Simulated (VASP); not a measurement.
# Ge in VASP: further runs

The runs below take Ge through single point, with PBE.

All numbers are computed with VASP 6.6.1; they aren't measurements. Logs are shortened: lines on timing, memory, paths and dates and some standing lists are left out, and cuts for length are marked.

### Step 1. The cell of the first run

The structure is tetragonal, space group P4_322 (No. 95). Conventional cell: a = 4.891 Å, b = 4.891 Å, c = 3.952 Å, α = 90.00°, β = 90.00°, γ = 90.00°. Within 3.3 Å of Ge (site symmetry 2) lie 4 Ge at 2.51 to 2.57 Å. Ge (site symmetry 2) has 4 Ge at 2.51 to 2.57 Å within 3.3 Å.

### Step 2. Single point, PBE

INCAR

```
ALGO = Normal
EDIFF = 1E-6
ENCUT = 520
GGA = PE
ISIF = 2
ISMEAR = 0
LASPH = True
LCHARG = False
LREAL = False
LWAVE = False
NBANDS = 66
NELM = 60
PREC = Accurate
SIGMA = 0.2
```

KPOINTS

```
k-points
0
Gamma
  6 4 2
```

POSCAR

```
Ge
1.0
    0.0000000000      0.0000000000      3.9520007331
    4.8914164264      0.0000000000      0.0000000000
    0.0000000000      9.7828328529      0.0000000000
Ge
8
Direct
    0.5000000000      0.0000000000      0.1711001481
    0.5000000000      0.0000000000      0.6711001481
    0.0000000000      0.0000000000      0.3288998519
    1.0000000000      0.0000000000      0.8288998519
    0.7500000000      0.3422002963      0.0000000000
    0.7500000000      0.3422002963      0.5000000000
    0.2500000000      0.6577997037      0.5000000000
    0.2500000000      0.6577997037      0.0000000000
```

Potentials or basis: VASP PAW PBE potentials, release 64 (Ge_d).

On the command line:

```bash
$ cat potpaw_PBE.64/Ge_d/POTCAR > POTCAR
$ mpirun -np 1 vasp_std > vasp.out
```

OUTCAR:

```text
EDIFF = 1E-6
   ENCUT = 520
   GGA = PE
   ISIF = 2
   ISMEAR = 0
   LASPH = True
   LREAL = False
   NELM = 60
   PREC = Accurate

 ion  position               nearest neighbor table
   1  0.500  0.000  0.171-   3 2.51   3 2.51   8 2.57   5 2.57
   2  0.500  0.000  0.671-   4 2.51   4 2.51   7 2.57   6 2.57
   3  0.000  0.000  0.329-   1 2.51   1 2.51   7 2.57   6 2.57
   4  0.000  0.000  0.829-   2 2.51   2 2.51   8 2.57   5 2.57
   5  0.750  0.342  0.000-   8 2.51   8 2.51   1 2.57   4 2.57
   6  0.750  0.342  0.500-   7 2.51   7 2.51   2 2.57   3 2.57
   7  0.250  0.658  0.500-   6 2.51   6 2.51   2 2.57   3 2.57
   8  0.250  0.658  0.000-   5 2.51   5 2.51   1 2.57   4 2.57

  LATTYP: Found a simple orthorhombic cell.
 ALAT       =     3.9520007331
 B/A-ratio  =     1.2377063560
 C/A-ratio  =     2.4754127121

  Lattice vectors:

 A1 = (   0.0000000000,   0.0000000000,   3.9520007331)
 A2 = (   4.8914164264,   0.0000000000,   0.0000000000)
 A3 = (   0.0000000000,   9.7828328529,   0.0000000000)

Analysis of symmetry for initial positions (statically):
=====================================================================
 Subroutine PRICEL returns following result:

  LATTYP: Found a simple tetragonal cell.
 ALAT       =     4.8914164264
 C/A-ratio  =     0.8079460812

  Lattice vectors:

 A1 = (   4.8914164264,   0.0000000000,   0.0000000000)
 A2 = (   0.0000000000,   4.8914164265,   0.0000000000)
 A3 = (   0.0000000000,   0.0000000000,   3.9520007331)

   2 primitive cells build up your supercell.

 Routine SETGRP: Setting up the symmetry group for a
 simple orthorhombic supercell.

 Subroutine GETGRP returns: Found  4 space group operations
 (whereof  2 operations were pure point group operations)
 out of a pool of  8 trial point group operations.

The static configuration has the point symmetry C_2 .
 The point group associated with its full space group is D_2 .

Analysis of symmetry for dynamics (positions and initial velocities):
=====================================================================
 Subroutine PRICEL returns following result:

  LATTYP: Found a simple tetragonal cell.
 ALAT       =     4.8914164264
 C/A-ratio  =     0.8079460812
[... 119 lines left out ...]
   NELM   =     60;   NELMIN=  2; NELMDL= -5     # of ELM steps
   EDIFF  = 0.1E-05   stopping-criterion for ELM
   LREAL  =      F    real-space projection
   EDIFFG = 0.1E-04   stopping-criterion for IOM
   NSW    =      0    number of steps for IOM
   IBRION =     -1    ionic relax: 0-MD 1-quasi-New 2-CG
   NFREE  =      0    steps in history (QN), initial steepest desc. (CG)
   ISIF   =      2    stress and relaxation
   ISYM   =      2    0-nonsym 1-usesym 2-fastsym
   POTIM  = 0.5000    time-step for ionic-motion
   TEBEG  =    0.0;   TEEND  =   0.0 temperature during run
   PSTRESS=    0.0 pullay stress
   NELECT =     112.0000    total number of electrons
   NUPDOWN=      -1.0000    fix difference up-down
   EMIN   =  10.00;   EMAX   =-10.00  energy-range for DOS
   EFERMI =   0.00;   METHOD = LEGACY
   ISMEAR =     0;   SIGMA  =   0.20  broadening in eV -4-tet -1-fermi 0-gaus
   EFERMI_NEDOS =   21; number of points for ismear=-14 and -15
   IALGO  =     38    algorithm
   IMIX   =      4    mixing-type and parameters
     AMIX     =   0.40;   BMIX     =  1.00
     AMIX_MAG =   1.60;   BMIX_MAG =  1.00
  volume/ion in A,a.u.               =      23.64       159.52
  Fermi-wavevector in a.u.,A,eV,Ry     =   1.374808  2.598011 25.716334  1.890097
  Thomas-Fermi vector in A             =   2.500201
   LORBIT       =      0    0 simple, 1 ext, 2 COOP (PROOUT), +10 PAW based schemes
   GGA     = PE    functional components
   LHFCALC =     F    Hartree Fock is set to
   AEXX    =    0.0000 exact exchange contribution
   IVDW    =     0    specifies the selected vdW correction
   LEPSILON=     F    determine dielectric tensor
   LRPA    =     F    only Hartree local field effects (RPA)
 non-spin polarized calculation
 Gauss-broadening in eV      SIGMA  =   0.20
  energy-cutoff  :      520.00
  volume of cell :      189.11
 maximum number of plane-waves:      5112
 NGX is ok and might be reduce to    30
   NGX = 15   NGY = 19   NGZ = 37

 number of electron     112.0000038 magnetization

 Free energy of the ion-electron system (eV)
  ---------------------------------------------------
  ext. energy  EPLUGINS =         0.00000000
  ---------------------------------------------------
  free energy    TOTEN  =       -34.26725985 eV

  energy without entropy =      -34.24773430  energy(sigma->0) =      -34.25749708

 E-fermi :   4.4780     XC(G=0):  -9.8171

 val. band max:        4.4198413463   @ k =   0.0000   0.0000   0.0000
 cond. band min:       4.4872257074   @ k =   0.0000   0.5000   0.5000
 fundamental gap:      0.0673843611
 Fermi energy:         4.4779802947

 k-point     1 :       0.0000    0.0000    0.0000
  band No.  band energies     occupation
      1     -20.3013      2.00000
      2     -20.2925      2.00000
      3     -20.2924      2.00000
      4     -20.2862      2.00000
      5     -20.2589      2.00000
      6     -20.2409      2.00000
[... 1645 lines left out ...]
     65      10.6770      0.00000
     66      10.6770      0.00000

------------------------ aborting loop because EDIFF is reached ----------------------------------------

  FORCE on cell =-STRESS in cart. coord.  units (eV):
  Direction    XX          YY          ZZ          XY          YZ          ZX
  --------------------------------------------------------------------------------------
  -------------------------------------------------------------------------------------
  Total       -0.1785933     -0.1795599      0.2713801      0.0000000      0.0000000      0.0000000
  in kB       -1.5130717     -1.5212604      2.2991767      0.0000000      0.0000000      0.0000000
  external PRESSURE =      -0.2450518 kB  Pullay stress =       0.0000000 kB

 VOLUME and BASIS-vectors are now :
 -----------------------------------------------------------------------------
  energy-cutoff  :      520.00
  volume of cell :      189.11
      direct lattice vectors                 reciprocal lattice vectors
     0.000000000  0.000000000  3.952000733     0.000000000  0.000000000  0.253036390
     4.891416426  0.000000000  0.000000000     0.204439760  0.000000000  0.000000000
     0.000000000  9.782832853  0.000000000     0.000000000  0.102219880  0.000000000

 POSITION                                       TOTAL-FORCE (eV/Angst)
 -----------------------------------------------------------------------------------
      0.00000      1.67384      1.97600         0.000000     -0.030040     -0.000000
      0.00000      6.56526      1.97600         0.000000     -0.030040     -0.000000
      0.00000      3.21757      0.00000         0.000000      0.030040     -0.000000
      0.00000      8.10899      0.00000         0.000000      0.030040     -0.000000
      1.67384      0.00000      2.96400        -0.030135      0.000000     -0.000000
      1.67384      4.89142      2.96400        -0.030135      0.000000     -0.000000
      3.21757      4.89142      0.98800         0.030135      0.000000      0.000000
      3.21757      0.00000      0.98800         0.030135      0.000000      0.000000
 -----------------------------------------------------------------------------------
    total drift:                               -0.000000      0.000000     -0.000001

  FREE ENERGIE OF THE ION-ELECTRON SYSTEM (eV)
  ---------------------------------------------------
  free  energy   TOTEN  =       -34.2672598541 eV

  energy  without entropy=      -34.2477342990  energy(sigma->0) =      -34.25749708
```

OSZICAR:

```text
N       E                     dE             d eps       ncg     rms          rms(c)
DAV:   1     0.139110357195E+04    0.13911E+04   -0.51581E+04  3700   0.464E+03
DAV:   2     0.243454537215E+03   -0.11476E+04   -0.11166E+04  3168   0.113E+03
DAV:   3    -0.774019865621E+01   -0.25119E+03   -0.24195E+03  3260   0.269E+02
DAV:   4    -0.334855176114E+02   -0.25745E+02   -0.24772E+02  3730   0.899E+01
DAV:   5    -0.345004553120E+02   -0.10149E+01   -0.10046E+01  3534   0.193E+01    0.541E+00
DAV:   6    -0.343512925379E+02    0.14916E+00   -0.34448E-01  3852   0.389E+00    0.309E+00
DAV:   7    -0.342593428126E+02    0.91950E-01   -0.18714E-01  3560   0.294E+00    0.287E-01
DAV:   8    -0.342662316956E+02   -0.68889E-02   -0.57701E-02  3610   0.233E+00    0.187E-01
DAV:   9    -0.342669633313E+02   -0.73164E-03   -0.16035E-03  3800   0.470E-01    0.818E-02
DAV:  10    -0.342672254848E+02   -0.26215E-03   -0.54035E-04  3496   0.705E-01    0.215E-02
DAV:  11    -0.342672419222E+02   -0.16437E-04   -0.96720E-05  4836   0.303E-01    0.128E-02
DAV:  12    -0.342672551094E+02   -0.13187E-04   -0.34023E-05  3946   0.142E-01    0.321E-03
DAV:  13    -0.342672595010E+02   -0.43916E-05   -0.31813E-05  3554   0.951E-02    0.290E-03
DAV:  14    -0.342672598541E+02   -0.35312E-06   -0.44524E-06  2880   0.866E-02
   1 F= -.34267260E+02 E0= -.34257497E+02  d E =-.195256E-01
```

stdout:

```text
POSCAR found type information on POSCAR Ge
 POSCAR found :  1 types and       8 ions
 scaLAPACK will be used
 LDA part: xc-table for (Slater+PW92), standard interpolation
 POSCAR, INCAR and KPOINTS ok, starting setup
 FFT: planning ... GRIDC
 FFT: planning ... GRID_SOFT
 FFT: planning ... GRID
 WAVECAR not read
 entering main loop
```

Run time: 3.8 min. Hardware: 1 thread of Intel Xeon 6975P-C (Granite Rapids), shared host; peak memory 0.38 GiB.

What came out:

| Property | Result |
| --- | --- |
| Free energy | -34.2673 eV |
| Pressure | 0.0 GPa |
| Largest force | 0.030 eV/Å |
| Band gap on the k mesh | zero (band 56 reaches 4.98 eV, above the bottom of band 57 at 4.23 eV) |

Forces in eV/Å, atoms in the order of the input:
```
Ge   0.000 -0.030  0.000
Ge   0.000 -0.030  0.000
Ge   0.000  0.030  0.000
Ge   0.000  0.030  0.000
Ge  -0.030  0.000  0.000
Ge  -0.030  0.000  0.000
Ge   0.030  0.000  0.000
Ge   0.030  0.000  0.000
```

### Step 3. Single point, PBE

INCAR

```
PREC = Accurate
ENCUT = 520
EDIFF = 1E-6
ISMEAR = 0
SIGMA = 0.2
LREAL = False
LASPH = True
NELM = 100
ALGO = Normal
ISIF = 2
LWAVE = False
LCHARG = False
GGA = PE
NBANDS = 66
```

KPOINTS

```
regular mesh
0
Gamma
  6 4 2
```

POSCAR

```
Ge
1.0
   -0.0008880837      0.0018886846      3.9598957622
    4.8975161770      0.0027112066     -0.0011055203
    0.0056286870      9.7490185330      0.0051277514
Ge
8
Direct
    0.4989698586     -0.0011772646      0.1708679437
    0.5017165661     -0.0004147414      0.6707791255
   -0.0013577074      0.0014299495      0.3290666985
    1.0013507123      0.0001313526      0.8292036360
    0.7487028694      0.3412228721     -0.0000937090
    0.7507366253      0.3433301869      0.5004497139
    0.2508546298      0.6587381367      0.4994838245
    0.2490264461      0.6567395082      0.0002427670
```

Potentials or basis: VASP PAW PBE potentials, release 64 (Ge_d).

On the command line:

```bash
$ cat potpaw_PBE.64/Ge_d/POTCAR > POTCAR
$ mpirun -np 1 vasp_std > vasp.out
```

Run time: 4.4 min. Hardware: 1 thread of Intel Xeon 6975P-C (Granite Rapids), shared host; peak memory 0.4 GiB.

It converged, with:

```yaml
Free_energy: -34.2675 eV
Pressure: -0.1 GPa
Largest_force: 0.014 eV/Å
Band_gap_on_the_k_mesh: zero (band 56 reaches 4.98 eV, above the bottom of band 57 at 4.24 eV)
```

Forces in eV/Å, atoms in the order of the input:
```
Ge   0.005  0.003  0.000
Ge  -0.002  0.011 -0.009
Ge  -0.008  0.006  0.009
Ge  -0.007 -0.005 -0.001
Ge   0.007 -0.001  0.009
Ge   0.000 -0.012  0.001
Ge   0.003  0.007 -0.003
Ge   0.002 -0.009 -0.005
```

Stress tensor (GPa, compression positive):
```
-0.13 -0.02  0.02
-0.02 -0.02 -0.04
 0.02 -0.04 -0.06
```

Levels at points of the mesh, in eV from the Fermi level:
| k point | band 53 | band 54 | band 55 | band 56 | band 57 | band 58 | band 59 | band 60 |
| --- | --- | --- | --- | --- | --- | --- | --- | --- |
| (0.00, 0.00, 0.00) | -1.47 | -1.16 | -0.91 | -0.07 | 0.48 | 1.02 | 1.04 | 1.40 |
| (0.50, 0.00, 0.00) | -2.48 | -2.48 | -1.72 | -1.71 | 0.26 | 0.27 | 0.58 | 0.59 |
| (0.00, 0.50, 0.00) | -1.04 | -0.92 | -0.87 | -0.28 | -0.24 | 0.45 | 1.39 | 1.40 |
| (0.50, 0.50, 0.00) | -2.05 | -2.05 | -1.69 | -1.68 | 0.28 | 0.30 | 2.14 | 2.15 |
| (0.00, 0.00, 0.50) | -1.24 | -1.24 | -1.14 | -1.14 | 0.48 | 0.48 | 1.89 | 1.89 |
| (0.50, 0.00, 0.50) | -2.16 | -2.16 | -2.15 | -2.14 | 1.01 | 1.01 | 1.02 | 1.02 |
| (0.00, 0.50, 0.50) | -1.02 | -1.02 | 0.00 | 0.01 | 0.42 | 0.42 | 1.74 | 1.74 |
| (0.50, 0.50, 0.50) | -1.47 | -1.47 | -1.46 | -1.45 | 1.41 | 1.42 | 1.43 | 1.43 |
